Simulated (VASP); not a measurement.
Runs of VASP 6.6.1 on CdS. The structure is that of space group Fm-3m (No. 225), or close to it. The cells are those of the table. 

```csv
cell,gap on the mesh (eV),pressure (GPa)
"a = 3.759 Å, angles 60.0°, 2 atoms",0.09,5.0
"a = 3.861 Å, angles 60.0°, 2 atoms",0.12,(a)
"a = 3.894 Å, angles 60.0°, 2 atoms",0.13,(c)
"a = 3.828 Å, angles 60.0°, 2 atoms",0.12,-0.2
"a = 3.794 Å, angles 60.0°, 2 atoms",0.11,(b)
```

Alike in all rows: task single point; level PBEsol; potentials or basis VASP PAW PBE potentials, release 64 (Cd, S); no spin polarisation; k mesh 6 × 6 × 6; cutoff (eV) 500; smearing gaussian 0.01 eV.

Question: Estimate the missing entries.

Answer: (a) -2.2; (b) 2.2; (c) -3.9.

Caveats: the PAW data sets were made with another functional, which shifts forces and pressure a little.

A k mesh can miss the band edges, and the runs leave out spin-orbit coupling on Cd.
